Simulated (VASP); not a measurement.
A run of VASP 6.6.1 is set up as follows.

Contents of INCAR:

```
SYSTEM = Ti6H
ALGO = Normal ; DIPOL = 0.5 0.5 0.319
EDIFF = 1E-6 ; ENCUT = 520
GGA = PE ; IDIPOL = 3
ISIF = 2 ; ISMEAR = 0
LASPH = .True. ; LCHARG = .False.
LDIPOL = .True. ; LREAL = .False.
LWAVE = .False. ; NBANDS = 86
NELM = 100 ; PREC = Accurate
SIGMA = 0.1
```

The input KPOINTS:

```
k-points
0
Gamma
  5 6 1
  0 0 0
```

The input POSCAR:

```
Ti6H
1.0
    5.6639455763      0.0000000000      0.0000000000
    0.0000000000      4.5793473381      0.0000000000
    0.0000000000      0.0000000000     24.5506933039
Ti H
12 2
Direct
    0.2500000000      0.0000000000      0.1629281891
    0.7500000000      0.0000000000      0.1629281891
    0.0000000000      0.5000000000      0.2167736627
    0.5000000000      0.5000000000      0.2167736627
    0.2500000000      0.0000000000      0.2706191363
    0.7500000000      0.0000000000      0.2706191363
    0.2500000000      0.5000000000      0.3256599435
    0.7500000000      0.5000000000      0.3256599435
    0.0000000000      0.0000000000      0.3779650127
    0.5000000000      0.0000000000      0.3779650127
    0.2500000000      0.5000000000      0.4297513383
    0.7500000000      0.5000000000      0.4297513383
   -0.1042559453      0.0000000000      0.4480807596
    0.1042559453      0.0000000000      0.4480807596
```

Potentials or basis: VASP PAW PBE potentials, release 64 (Ti_sv, H).

Run with:

```bash
$ cat potpaw_PBE.64/Ti_sv/POTCAR potpaw_PBE.64/H/POTCAR > POTCAR
$ mpirun -np 1 vasp_std > vasp.out
```

Task: Predict the largest force.

Result: 0.810 eV/Å.

Task: Estimate the band gap on the k mesh.

Result: Zero (bands 73 and 74 overlap by 0.15 eV).

Forces on the atoms (eV/Å):
```
Ti  -0.006  0.000  0.413
Ti   0.006  0.000  0.413
Ti   0.000  0.000  0.044
Ti   0.000  0.000 -0.034
Ti   0.073  0.000 -0.420
Ti  -0.073  0.000 -0.420
Ti  -0.018  0.000  0.006
Ti   0.018  0.000  0.006
Ti   0.000  0.000 -0.197
Ti   0.000  0.000  0.299
Ti   0.206  0.000 -0.130
Ti  -0.206  0.000 -0.130
H   -0.806  0.000  0.076
H    0.806  0.000  0.076
```
